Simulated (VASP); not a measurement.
SrO:

```
Sr O
1.0
     1.84068   -3.14728    0.00000
     1.84068    3.14728    0.00000
     0.00000    0.00000    5.95504
Sr O
2 2
Direct
  0.84847 0.15153 0.99983
  0.15153 0.84847 0.49983
  0.18219 0.81781 0.87517
  0.81781 0.18219 0.37517
```

- Program: VASP 6.6.1
- Task: relaxation of cell and atoms
- Functional: PBEsol
- Potentials or basis: VASP PAW PBE potentials, release 64 (Sr_sv, O)
- Cutoff: 600 eV
- k mesh: 6 × 6 × 4
- Occupations: fermi-dirac, width 0.03 eV
- Spin: no spin polarisation

At the start: pressure 22.2 GPa; volume 17.25 Å³/atom.

How do energy, volume and symmetry change on relaxing?

Over 33 steps the energy falls by 319.7 meV/atom and the volume is 19.94 Å³/atom (+15.6 %); space group P6_3/mmc (No. 194, to 0.05 Å).

The path:
```csv
step,energy change (eV),largest force (eV/Å),pressure (GPa),volume (Å³)
1,0.0000,0.2865,22.24,69.00
2,-0.7384,0.1805,-6.19,95.77
3,-0.9571,0.1462,0.05,85.30
4,-0.9570,0.1481,-0.23,85.65
5,-0.9646,0.1615,-0.23,85.65
6,-0.9826,0.2087,-0.26,85.63
7,-1.0001,0.3404,-0.38,85.47
8,-1.0063,0.3128,-0.37,85.35
9,-1.0229,0.2379,-0.33,85.00
10,-1.0484,0.1154,-0.25,84.28
11,-1.0860,0.0716,-0.12,82.80
12,-1.1678,0.4852,0.46,79.64
13,1.4569,5.5544,21.08,72.54
14,-1.1522,0.5231,0.78,79.52
15,-1.1570,0.6266,1.09,78.74
16,-1.1663,0.6240,0.85,78.70
17,-1.1667,0.6229,0.81,78.69
18,-1.1785,0.5703,0.51,78.99
19,-1.2058,0.4252,-0.34,79.89
20,-1.2273,0.2966,-1.87,81.69
21,-1.2438,0.2693,-1.30,81.10
22,-1.2664,0.2004,0.49,79.31
23,-1.2665,0.1967,0.62,79.18
24,-1.2717,0.1349,0.30,79.47
25,-1.2747,0.0897,-0.16,79.91
26,-1.2762,0.0699,-0.07,79.79
27,-1.2780,0.0433,0.23,79.47
28,-1.2784,0.0342,-0.10,79.81
29,-1.2784,0.0350,-0.06,79.77
30,-1.2786,0.0226,-0.01,79.72
31,-1.2786,0.0161,0.05,79.66
32,-1.2787,0.0108,0.00,79.70
33,-1.2788,0.0083,-0.05,79.76
```

Final structure:
```
Sr O
1.0
     2.12451   -3.66224    0.00000
     2.12451    3.66224    0.00000
     0.00000    0.00000    5.12548
Sr O
2 2
Cartesian
  2.1245 -2.4387 4.8032
  2.1245 2.4387 2.2405
  2.1245 2.4393 4.8070
  2.1245 -2.4393 2.2443
```

Caveat: the volume moved by over 15 % at a fixed basis, so the end points are rough; the PAW data sets were made with another functional, which shifts forces and pressure a little.
